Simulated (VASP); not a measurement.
Mg: single point with r2SCAN

Mg:

```
Mg
1.0
     3.09212    0.00000    0.00000
    -1.54606    2.67785    0.00000
     0.00000    0.00000    5.01553
Mg
2
Direct
  0.33333 0.66667 0.25000
  0.66667 0.33333 0.75000
```

| Property | Result |
| --- | --- |
| Program | VASP 6.6.1 |
| Task | single point |
| Functional | r2SCAN |
| Potentials or basis | VASP PAW PBE potentials, release 64 (Mg) |
| Cutoff | 520 eV |
| k mesh | 19 × 19 × 10 |
| Occupations | fermi-dirac, width 0.1 eV |
| Spin | no spin polarisation |
| Dipole correction | no |
| Further INCAR settings | ALGO = Normal; EDIFF = 1e-06; NBANDS = 9 |

```json
{"Pressure": "3.6 GPa", "Band gap on the k mesh": "zero (bands 2 and 3 overlap by 2.17 eV)"}
```

Stress tensor (GPa, compression positive):
```
3.72 0.00 0.00
0.00 3.72 0.00
0.00 0.00 3.48
```

Levels at points of the mesh, in eV from the Fermi level:
```tsv
k point	band 1	band 2	band 3	band 4	band 5
(0.00, 0.00, 0.00)	-7.84	-2.07	-1.18	12.30	12.30
(0.00, 0.00, 0.50)	-6.26	-6.26	5.72	5.72	13.08
```

It took 7.5 min on 1 thread of AMD EPYC 7R13, on a shared host, peak memory 0.2 GiB.

Caveat: the cell stands under pressure; the PAW data sets were made with another functional, which shifts forces and pressure a little.
